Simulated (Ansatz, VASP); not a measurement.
# FeSi: VASP beside Ansatz

```xyz
8
Lattice="4.3800 0.0000 0.0000 0.0000 4.3800 0.0000 0.0000 0.0000 4.3800" Properties=species:S:1:pos:R:3 pbc="T T T"
Fe    0.6023    0.6023    0.6023
Fe    1.5877    3.7777    2.7923
Fe    2.7923    1.5877    3.7777
Fe    3.7777    2.7923    1.5877
Si    3.6849    3.6849    3.6849
Si    2.8851    0.6951    1.4949
Si    1.4949    2.8851    0.6951
Si    0.6951    1.4949    2.8851
```

Alike in both runs: functional PBEsol; k mesh 8 × 8 × 8; no spin polarisation.

Ansatz relaxed the structure, and its values are those at the end. VASP's run is a single point on that final structure, the one shown.

```csv
,VASP,Ansatz
version,VASP 6.6.1,Ansatz 0.2.0
potentials or method,"VASP PAW PBE potentials, release 64 (Fe, Si)","scalar-relativistic, plane waves, PAW"
plane-wave cutoff (eV),520,420
occupations,"gaussian, width 0.01 eV",fixed
valence electrons in the cell,48,80
```

|  | VASP | Ansatz | Ansatz less VASP |
| --- | --- | --- | --- |
| gap on the k mesh at the Fermi level (eV) | 0.14 | 0.15 | +0.007 |
| least direct gap on the mesh (eV) | 0.16 | 0.17 | +0.003 |
| pressure (GPa) | 4.6 | 4.0 | -0.68 |
| rms of the force components (eV/Å) | 0.020 | 0.001 | -0.0191 |

VASP's potentials were made for PBE, not for PBEsol. VASP's potentials hold 48 valence electrons a cell and Ansatz's 80, so a difference there can come from the potentials and not from the codes. Ansatz's warnings: stress scf threshold loose.
